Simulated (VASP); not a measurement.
# Re (Pm-3m) in VASP: further runs, part 2 of 2

VASP 6.6.1.

## 3. Single point, r2SCAN

Contents of POSCAR:

```
Re
1.0
    2.5609354111      0.0000000000      0.0000000000
    0.0000000000      2.5609354111      0.0000000000
    0.0000000000      0.0000000000      2.5609354111
Re
1
Direct
    0.0000000000      0.0000000000      0.0000000000
```

Contents of INCAR.step1:

```
PREC = Accurate
ENCUT = 520
ISMEAR = 1
SIGMA = 0.05
LREAL = F
LASPH = T
NELM = 100
NBANDS = 10
GGA = PE
ALGO = Normal
EDIFF = 1E-4
LWAVE = T
LCHARG = F
```

Contents of INCAR.step2:

```
PREC = Accurate
ENCUT = 520
EDIFF = 1E-7
ISMEAR = 1
SIGMA = 0.05
LREAL = F
LASPH = T
NELM = 100
ALGO = Normal
ISIF = 2
LWAVE = F
LCHARG = F
METAGGA = R2SCAN
LMIXTAU = T
NBANDS = 10
ISTART = 1
```

Contents of KPOINTS:

```
regular mesh
0
Gamma
  10 10 10
```

Potentials or basis: VASP PAW PBE potentials, release 64 (Re).

The run is started by

```bash
$ cat potpaw_PBE.64/Re/POTCAR > POTCAR
$ cp INCAR.step1 INCAR
$ mpirun -np 1 vasp_std > vasp.out
$ cp INCAR.step2 INCAR
$ mpirun -np 1 vasp_std > vasp.out
```

OUTCAR:

```text
PREC = Accurate
   ENCUT = 520
   EDIFF = 1E-7
   ISMEAR = 1
   LREAL = F
   LASPH = T
   NELM = 100
   ISIF = 2
   METAGGA = R2SCAN
   ISTART = 1

 ion  position               nearest neighbor table
   1  0.000  0.000  0.000-

  LATTYP: Found a simple cubic cell.
 ALAT       =     2.5609354111

  Lattice vectors:

 A1 = (   2.5609354111,   0.0000000000,   0.0000000000)
 A2 = (   0.0000000000,   2.5609354111,   0.0000000000)
 A3 = (   0.0000000000,   0.0000000000,   2.5609354111)

Analysis of symmetry for initial positions (statically):
=====================================================================
 Subroutine PRICEL returns:
 Original cell was already a primitive cell.

 Routine SETGRP: Setting up the symmetry group for a
 simple cubic supercell.

 Subroutine GETGRP returns: Found 48 space group operations
 (whereof 48 operations were pure point group operations)
 out of a pool of 48 trial point group operations.

The static configuration has the point symmetry O_h .

Analysis of symmetry for dynamics (positions and initial velocities):
=====================================================================
 Subroutine PRICEL returns:
 Original cell was already a primitive cell.

 Routine SETGRP: Setting up the symmetry group for a
 simple cubic supercell.

 Subroutine GETGRP returns: Found 48 space group operations
 (whereof 48 operations were pure point group operations)
 out of a pool of 48 trial point group operations.

The dynamic configuration has the point symmetry O_h .

 Subroutine INISYM returns: Found 48 space group operations
 (whereof 48 operations are pure point group operations),
 and found     1 'primitive' translations

----------------------------------------------------------------------------------------

                                     Primitive cell

  volume of cell :      16.7956

  direct lattice vectors                    reciprocal lattice vectors
     2.560935411  0.000000000  0.000000000     0.390482320  0.000000000  0.000000000
     0.000000000  2.560935411  0.000000000     0.000000000  0.390482320  0.000000000
     0.000000000  0.000000000  2.560935411     0.000000000  0.000000000  0.390482320

  length of vectors
     2.560935411  2.560935411  2.560935411     0.390482320  0.390482320  0.390482320

  position of ions in fractional coordinates (direct lattice)
     0.000000000  0.000000000  0.000000000

  ion indices of the primitive-cell ions
   primitive index   ion index
                 1           1

----------------------------------------------------------------------------------------

 KPOINTS: regular mesh

Automatic generation of k-mesh.
 Grid dimensions read from file:
 generate k-points for:   10   10   10

 Generating k-lattice:

  Cartesian coordinates                     Fractional coordinates (reciprocal lattice)
     0.039048232  0.000000000  0.000000000     0.100000000  0.000000000  0.000000000
     0.000000000  0.039048232  0.000000000     0.000000000  0.100000000  0.000000000
     0.000000000  0.000000000  0.039048232     0.000000000  0.000000000  0.100000000

  Length of vectors
     0.039048232  0.039048232  0.039048232

  Shift w.r.t. Gamma in fractional coordinates (k-lattice)
     0.000000000  0.000000000  0.000000000

 Subroutine IBZKPT returns following result:
 ===========================================

 Found     56 irreducible k-points:

 Following reciprocal coordinates:
            Coordinates               Weight
  0.000000  0.000000  0.000000      1.000000
  0.100000  0.000000  0.000000      6.000000
  0.200000  0.000000  0.000000      6.000000
  0.300000  0.000000  0.000000      6.000000
  0.400000  0.000000  0.000000      6.000000
  0.500000  0.000000  0.000000      3.000000
[... 16 lines left out ...]
  0.200000  0.100000  0.100000     24.000000
  0.300000  0.100000  0.100000     24.000000
 [... further k-points ...]
   k-points           NKPTS =     56   k-points in BZ     NKDIM =     56   number of bands    NBANDS=     10
   number of dos      NEDOS =    301   number of ions     NIONS =      1
   total plane-waves  NPLWV =   8000
   dimension x,y,z NGX =    20 NGY =   20 NGZ =   20
   dimension x,y,z NGXF=    40 NGYF=   40 NGZF=   40
   ions per type =               1
   NGX,Y,Z   is equivalent  to a cutoff of  12.98, 12.98, 12.98 a.u.
   NGXF,Y,Z  is equivalent  to a cutoff of  25.97, 25.97, 25.97 a.u.
 SYSTEM =  unknown system
   PREC   = accura    normal or accurate (medium, high low for compatibility)
   ISTART =      1    job   : 0-new  1-cont  2-samecut
   ICHARG =      0    charge: 1-file 2-atom 10-const
   ISPIN  =      1    spin polarized calculation?
   LNONCOLLINEAR =      F non collinear calculations
   LSORBIT =      F    spin-orbit coupling
   LASPH  =      T    aspherical Exc in radial PAW
   ENCUT  =  520.0 eV  38.22 Ry    6.18 a.u.   4.76  4.76  4.76*2*pi/ulx,y,z
   NELM   =    100;   NELMIN=  2; NELMDL=  0     # of ELM steps
   EDIFF  = 0.1E-06   stopping-criterion for ELM
   LREAL  =      F    real-space projection
   EDIFFG = 0.1E-05   stopping-criterion for IOM
   NSW    =      0    number of steps for IOM
   IBRION =     -1    ionic relax: 0-MD 1-quasi-New 2-CG
   NFREE  =      0    steps in history (QN), initial steepest desc. (CG)
   ISIF   =      2    stress and relaxation
   ISYM   =      2    0-nonsym 1-usesym 2-fastsym
   POTIM  = 0.5000    time-step for ionic-motion
   TEBEG  =    0.0;   TEEND  =   0.0 temperature during run
   PSTRESS=    0.0 pullay stress
   NELECT =       7.0000    total number of electrons
   NUPDOWN=      -1.0000    fix difference up-down
   EMIN   =  10.00;   EMAX   =-10.00  energy-range for DOS
   EFERMI =   0.00;   METHOD = LEGACY
   ISMEAR =     1;   SIGMA  =   0.05  broadening in eV -4-tet -1-fermi 0-gaus
   EFERMI_NEDOS =   21; number of points for ismear=-14 and -15
   IALGO  =     38    algorithm
   IMIX   =      4    mixing-type and parameters
     AMIX     =   0.40;   BMIX     =  1.00
     AMIX_MAG =   1.60;   BMIX_MAG =  1.00
  volume/ion in A,a.u.               =      16.80       113.34
  Fermi-wavevector in a.u.,A,eV,Ry     =   1.222857  2.310864 20.345858  1.495378
  Thomas-Fermi vector in A             =   2.357988
   LORBIT       =      0    0 simple, 1 ext, 2 COOP (PROOUT), +10 PAW based schemes
   METAGGA = R2SCAN    functional components
   LHFCALC =     F    Hartree Fock is set to
   AEXX    =    0.0000 exact exchange contribution
   IVDW    =     0    specifies the selected vdW correction
   LEPSILON=     F    determine dielectric tensor
   LRPA    =     F    only Hartree local field effects (RPA)
 non-spin polarized calculation
 Methfessel and Paxton  Order N= 1 SIGMA  =   0.05
  energy-cutoff  :      520.00
  volume of cell :       16.80
 maximum number of plane-waves:       468
 NGX is ok and might be reduce to    20
   NGX =  9   NGY =  9   NGZ =  9

 number of electron       7.0000000 magnetization

 Free energy of the ion-electron system (eV)
  ---------------------------------------------------
  ext. energy  EPLUGINS =         0.00000000
  ---------------------------------------------------
  free energy    TOTEN  =       -51.07119269 eV

  energy without entropy =      -51.07122475  energy(sigma->0) =      -51.07120337

 E-fermi :   6.7341     XC(G=0): -13.9028

 val. band max:        6.6693206768   @ k =   0.5000   0.0000   0.0000
 cond. band min:       6.7362505208   @ k =   0.5000   0.1000   0.0000
 fundamental gap:      0.0669298439
 Fermi energy:         6.7341000322

 k-point     1 :       0.0000    0.0000    0.0000
  band No.  band energies     occupation
      1      -2.9878      2.00000
      2       0.8848      2.00000
      3       0.8848      2.00000
      4      10.4884      0.00000
      5      10.4884      0.00000
      6      10.4884      0.00000
      7      23.1143      0.00000
      8      23.1143      0.00000
      9      23.1143      0.00000
     10      29.7517      0.00000

 k-point     2 :       0.1000    0.0000    0.0000
  band No.  band energies     occupation
      1      -2.6438      2.00000
      2       0.9711      2.00000
      3       1.2609      2.00000
      4       9.9922      0.00000
      5       9.9922      0.00000
      6      10.5249      0.00000
      7      21.3578      0.00000
      8      23.8245      0.00000
      9      23.8245      0.00000
     10      30.0336      0.00000
[... 274 lines left out ...]
 k-point    24 :       0.3000    0.1000    0.1000
  band No.  band energies     occupation
      1      -0.0242      2.00000
      2       2.1165      2.00000
      3       3.9471      2.00000
      4       7.1675     -0.00000
      5       7.6715     -0.00000
      6       9.8207      0.00000
      7      17.4453      0.00000
      8      24.9511      0.00000
      9      25.0308      0.00000
     10      28.2804      0.00000

 [... further k-points ...]
[... 5 lines left out ...]
  --------------------------------------------------------------------------------------
  -------------------------------------------------------------------------------------
  Total       -0.1001521     -0.1001521     -0.1001521     -0.0000000     -0.0000000     -0.0000000
  in kB       -9.5537741     -9.5537741     -9.5537741     -0.0000000     -0.0000000     -0.0000000
  external PRESSURE =      -9.5537741 kB  Pullay stress =       0.0000000 kB

 VOLUME and BASIS-vectors are now :
 -----------------------------------------------------------------------------
  energy-cutoff  :      520.00
  volume of cell :       16.80
      direct lattice vectors                 reciprocal lattice vectors
     2.560935411  0.000000000  0.000000000     0.390482320  0.000000000  0.000000000
     0.000000000  2.560935411  0.000000000     0.000000000  0.390482320  0.000000000
     0.000000000  0.000000000  2.560935411     0.000000000  0.000000000  0.390482320

 POSITION                                       TOTAL-FORCE (eV/Angst)
 -----------------------------------------------------------------------------------
      0.00000      0.00000      0.00000         0.000000      0.000000      0.000000
 -----------------------------------------------------------------------------------
    total drift:                               -0.000000      0.000000      0.000000

  FREE ENERGIE OF THE ION-ELECTRON SYSTEM (eV)
  ---------------------------------------------------
  free  energy   TOTEN  =       -51.0711926886 eV

  energy  without entropy=      -51.0712247470  energy(sigma->0) =      -51.07120337
```

Wall time 31 s (1 thread of Intel Xeon Platinum 8259CL at 2.50GHz (Skylake/Cascade Lake), shared host); peak memory 0.13 GiB.

What came out:

```yaml
Free_energy: -51.0712 eV
Pressure: -1.0 GPa
```

Caveat: the PAW data sets were made with another functional, which shifts forces and pressure a little; spin-orbit coupling is left out, which moves the levels of the heavy elements.

## 4. Single point, r2SCAN

This run uses another cell than the first one, of 16.63 Å³/atom, 0.990 times its volume.

Contents of POSCAR:

```
Re
1.0
    2.5523703458      0.0000000000      0.0000000000
    0.0000000000      2.5523703458      0.0000000000
    0.0000000000      0.0000000000      2.5523703458
Re
1
Direct
    0.0000000000      0.0000000000      0.0000000000
```

Contents of INCAR.step1:

```
  PREC = Accurate
  ENCUT = 520
  ISMEAR = 1
  SIGMA = 0.05
  LREAL = False
  LASPH = True
  NELM = 60
  NBANDS = 10
  GGA = PE
  ALGO = Normal
  EDIFF = 1E-4
  LWAVE = True
  LCHARG = False
```

Contents of INCAR.step2:

```
  PREC = Accurate
  ENCUT = 520
  EDIFF = 1E-7
  ISMEAR = 1
  SIGMA = 0.05
  LREAL = False
  LASPH = True
  NELM = 60
  ALGO = Normal
  ISIF = 2
  LWAVE = False
  LCHARG = True
  METAGGA = R2SCAN
  LMIXTAU = True
  LELF = True
  LVHAR = True
  NBANDS = 10
  ISTART = 1
```

KPOINTS is that of step 3.

The run is started by

```bash
$ cat potpaw_PBE.64/Re/POTCAR > POTCAR
$ cp INCAR.step1 INCAR
$ mpirun -np 1 vasp_std > vasp.out
$ cp INCAR.step2 INCAR
$ mpirun -np 1 vasp_std > vasp.out
```

Wall time 32 s (1 thread of Intel Xeon Platinum 8259CL at 2.50GHz (Skylake/Cascade Lake), shared host); peak memory 0.13 GiB.

The run converged. Its results:

```
Free energy : -51.0706 eV
Pressure    : 1.9 GPa
```

Levels at points of the mesh, in eV from the Fermi level:
| k point | band 1 | band 2 | band 3 | band 4 | band 5 | band 6 | band 7 | band 8 |
| --- | --- | --- | --- | --- | --- | --- | --- | --- |
| (0.00, 0.00, 0.00) | -9.79 | -5.92 | -5.92 | 3.82 | 3.82 | 3.82 | 16.47 | 16.47 |
| (0.50, 0.00, 0.00) | -6.24 | -4.91 | -1.05 | -0.07 | -0.07 | 4.22 | 8.93 | 15.83 |
| (0.50, 0.50, 0.00) | -6.81 | -4.22 | 0.70 | 0.70 | 4.95 | 4.95 | 6.44 | 14.97 |
| (0.50, 0.50, 0.50) | -5.15 | -5.15 | -5.15 | 6.72 | 6.72 | 8.67 | 12.42 | 12.42 |

Caveat: the PAW data sets were made with another functional, which shifts forces and pressure a little; spin-orbit coupling is left out, which moves the levels of the heavy elements.

## 5. Single point, r2SCAN

This run uses another cell than the first one, of 16.96 Å³/atom, 1.010 times its volume.

Contents of POSCAR:

```
Re
1.0
    2.5694435647      0.0000000000      0.0000000000
    0.0000000000      2.5694435647      0.0000000000
    0.0000000000      0.0000000000      2.5694435647
Re
1
Direct
    0.0000000000      0.0000000000      0.0000000000
```

Contents of INCAR.step1:

```
PREC     = Accurate       # precision mode
ENCUT    = 520            # plane-wave cutoff, eV
ISMEAR   = 1              # smearing method
SIGMA    = 0.05           # smearing width, eV
LREAL    = False          # projectors in reciprocal space
LASPH    = True           # aspherical terms in the spheres
NELM     = 100            # most SCF steps
NBANDS   = 10             # bands
GGA      = PE             # functional
ALGO     = Normal         # electronic algorithm
EDIFF    = 1E-4           # SCF threshold, eV
LWAVE    = True           # write WAVECAR
LCHARG   = False          # write CHGCAR
```

Contents of INCAR.step2:

```
PREC     = Accurate       # precision mode
ENCUT    = 520            # plane-wave cutoff, eV
EDIFF    = 1E-7           # SCF threshold, eV
ISMEAR   = 1              # smearing method
SIGMA    = 0.05           # smearing width, eV
LREAL    = False          # projectors in reciprocal space
LASPH    = True           # aspherical terms in the spheres
NELM     = 100            # most SCF steps
ALGO     = Normal         # electronic algorithm
ISIF     = 2              # what is computed and relaxed
LWAVE    = False          # write WAVECAR
LCHARG   = False          # write CHGCAR
METAGGA  = R2SCAN         # meta-GGA
LMIXTAU  = True         
NBANDS   = 10             # bands
ISTART   = 1
```

KPOINTS is that of step 4.

The run is started by

```bash
$ cat potpaw_PBE.64/Re/POTCAR > POTCAR
$ cp INCAR.step1 INCAR
$ mpirun -np 1 vasp_std > vasp.out
$ cp INCAR.step2 INCAR
$ mpirun -np 1 vasp_std > vasp.out
```

It took 31 s on 1 thread of Intel Xeon Platinum 8259CL at 2.50GHz (Skylake/Cascade Lake), shared host; peak memory 0.13 GiB.

The run converged. Its results:

| Quantity | Value |
| --- | --- |
| Free energy | -51.0688 eV |
| Pressure | -3.7 GPa |

Levels at points of the mesh, in eV from the Fermi level:
| k point | band 1 | band 2 | band 3 | band 4 | band 5 | band 6 | band 7 |
| --- | --- | --- | --- | --- | --- | --- | --- |
| (0.00, 0.00, 0.00) | -9.66 | -5.78 | -5.78 | 3.70 | 3.70 | 3.70 | 16.29 |
| (0.50, 0.00, 0.00) | -6.15 | -4.80 | -1.03 | -0.06 | -0.06 | 4.08 | 8.67 |
| (0.50, 0.50, 0.00) | -6.62 | -4.15 | 0.68 | 0.68 | 4.85 | 4.85 | 6.23 |
| (0.50, 0.50, 0.50) | -5.00 | -5.00 | -5.00 | 6.50 | 6.50 | 8.73 | 12.13 |

Caveat: the PAW data sets were made with another functional, which shifts forces and pressure a little; spin-orbit coupling is left out, which moves the levels of the heavy elements.

## 6. The runs side by side

```csv
cell,gap on the mesh (eV),pressure (GPa)
"a = 2.561 Å, 1 atom",none,-1.0
"a = 2.552 Å, 1 atom",none,1.9
"a = 2.569 Å, 1 atom",none,-3.7
```

Alike in all rows: task single point; level r2SCAN; potentials or basis VASP PAW PBE potentials, release 64 (Re); no spin polarisation; k mesh 10 × 10 × 10; cutoff (eV) 520; smearing methfessel-paxton 0.05 eV.

Caveats: the PAW data sets were made with another functional, which shifts forces and pressure a little; spin-orbit coupling is left out, which moves the levels of the heavy elements.

Total energies depend on the potentials used, so only differences within one code and one set of settings carry meaning.
